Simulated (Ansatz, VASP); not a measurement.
## B3C2Br in VASP and in Ansatz

INCAR

```
PREC = Accurate
ENCUT = 600
EDIFF = 1E-7
ISMEAR = 0
SIGMA = 0.1
LREAL = F
LASPH = T
NELM = 150
ALGO = Normal
ISIF = 3
LWAVE = F
LCHARG = F
ISPIN = 2
MAGMOM = 0 0 0 1 1 0
LORBIT = 11
GGA = PE
IBRION = 2
NSW = 90
EDIFFG = -0.04
```

KPOINTS

```
regular mesh
0
Gamma
  4 4 4
```

File POSCAR:

```
B3C2Br
1.0
    4.4407195300      0.0000000000      0.0000000000
    0.0000000000      4.4407195300      0.0000000000
    0.0000000000      0.0000000000      4.8711756700
B C Br
3 2 1
Direct
    0.0000000000      0.0000000000      0.4867503800
    0.5000000000      0.5000000000      0.9798233800
    0.0000000000      0.0000000000      0.7510505800
    0.5000000000      0.0000000000      0.6874388700
    0.0000000000      0.5000000000      0.6874388700
    0.0000000000      0.0000000000      0.1773562600
```

Input for Ansatz:

```yaml
crystal:
  lattice:
    - [4.44071953, 0.0, 0.0]
    - [0.0, 4.44071953, 0.0]
    - [0.0, 0.0, 4.87117567]
  atoms:
    - { symbol: B, position: [0.0, 0.0, 0.48675038] }
    - { symbol: B, position: [0.5, 0.5, 0.97982338] }
    - { symbol: B, position: [0.0, 0.0, 0.75105058] }
    - { symbol: C, position: [0.5, 0.0, 0.68743887], spin: 1.0 }
    - { symbol: C, position: [0.0, 0.5, 0.68743887], spin: 1.0 }
    - { symbol: Br, position: [0.0, 0.0, 0.17735626] }
basis:
  ecutwfc: 420
kpoints:
  mp_grid: { grid: [4, 4, 4] }
hamiltonian:
  xc: pbe
scf:
  occupations: { method: gaussian, width: 0.1 }
  lower_state_search: "off"
output:
  forces: true
  stress: true
  eigenvalues: true
  populations: true
magnetization:
  spin_polarized: true
relax:
  adjacent_minimum: "off"
  f_tol: 0.04
  max_steps: 70
  cell: { stress_tol: 0.4 }
```

Alike in both runs: task relaxation of cell and atoms; functional PBE; k mesh 4 × 4 × 4; occupations gaussian, width 0.1 eV; collinear spin.

```csv
,VASP,Ansatz
version,VASP 6.6.1,Ansatz 0.2.0
potentials or method,"VASP PAW PBE potentials, release 64 (B, C, Br), cutoff 600 eV","scalar-relativistic, plane waves, PAW"
valence electrons in the cell,24,24
```

|  | VASP | Ansatz | Ansatz less VASP |
| --- | --- | --- | --- |
| gap on the k mesh at the Fermi level, each at its own relaxed structure (eV) | none | none | - |
| net moment per atom (μB) | 0.00 | 0.00 | 0.000 |
| relaxed volume (Å³/atom) | 13.06 | 14.23 | +1.172 |
| relaxed length of the cell vector where the two differ most in proportion (Å) | 3.264 | 3.466 | +0.2021 |

A gap of «none» marks a metal or a gap that the smearing closes. One of these differences is far larger than is usual between the two programs; its cause wasn't traced. Ansatz's warnings: seeded moment not kept.

Noted on VASP's run: the volume moved by over 15 % at a fixed basis, so the end points are rough.
